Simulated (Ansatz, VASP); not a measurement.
**NiN2: VASP beside Ansatz**

File INCAR:

```
ALGO = Normal ; EDIFF = 1E-6
EDIFFG = -0.04 ; ENCUT = 600
GGA = PE ; IBRION = 2
ISIF = 3 ; ISMEAR = 0
LASPH = T ; LCHARG = F
LREAL = F ; LWAVE = F
NELM = 60 ; NSW = 90
PREC = Accurate ; SIGMA = 0.1
```

KPOINTS

```
k-points
0
Gamma
  4 4 6
```

Contents of POSCAR:

```
NiN2
1.0
    4.1671753584      0.0000000000      0.0000000000
    0.0000000000      4.2940605055      0.0000000000
    0.0000000000      0.0000000000      2.8048295681
Ni N
2 4
Direct
    0.5000000000      0.5000000000      0.5000000000
    0.0000000000      0.0000000000      0.0000000000
    0.2250000000      0.8250000000      0.5000000000
    0.7250000000      0.6750000000      0.0000000000
    0.7750000000      0.1750000000      0.5000000000
    0.2750000000      0.3250000000      0.0000000000
```

Input for Ansatz:

```yaml
crystal:
  lattice:
    - [4.1671753584, 0.0, 0.0]
    - [0.0, 4.2940605055, 0.0]
    - [0.0, 0.0, 2.8048295681]
  atoms:
    - { symbol: Ni, position: [0.5, 0.5, 0.5] }
    - { symbol: Ni, position: [0.0, 0.0, 0.0] }
    - { symbol: "N", position: [0.225, 0.825, 0.5] }
    - { symbol: "N", position: [0.725, 0.675, 0.0] }
    - { symbol: "N", position: [0.775, 0.175, 0.5] }
    - { symbol: "N", position: [0.275, 0.325, 0.0] }
basis:
  ecutwfc: 420
kpoints:
  mp_grid: { grid: [4, 4, 6] }
hamiltonian:
  xc: pbe
scf:
  occupations: { method: gaussian, width: 0.1 }
  lower_state_search: "off"
output:
  forces: true
  stress: true
  eigenvalues: true
relax:
  adjacent_minimum: "off"
  f_tol: 0.04
  max_steps: 70
  cell: { stress_tol: 0.4 }
```

Alike in both runs: task relaxation of cell and atoms; functional PBE; k mesh 4 × 4 × 6; occupations gaussian, width 0.1 eV; no spin polarisation.

|  | VASP | Ansatz |
| --- | --- | --- |
| version | VASP 6.6.1 | Ansatz 0.2.0 |
| potentials or method | VASP PAW PBE potentials, release 64 (Ni, N), cutoff 600 eV | scalar-relativistic, plane waves, PAW |
| valence electrons in the cell | 40 | 56 |

Ansatz gave:

* gap on the k mesh at the Fermi level, each at its own relaxed structure (eV): none
* relaxed volume (Å³/atom): 8.30
* relaxed cell length with the largest relative difference (Å): 3.752

Problem. Estimate VASP's values.

Solution. gap on the k mesh at the Fermi level, each at its own relaxed structure (eV): none; relaxed volume (Å³/atom): 8.36; relaxed cell length with the largest relative difference (Å): 3.765.

A gap of «none» marks a metal or a gap that the smearing closes. VASP's potentials hold 40 valence electrons a cell and Ansatz's 56, so a difference there can come from the potentials and not from the codes.

The k mesh is coarse, so the values compare programs but aren't converged.
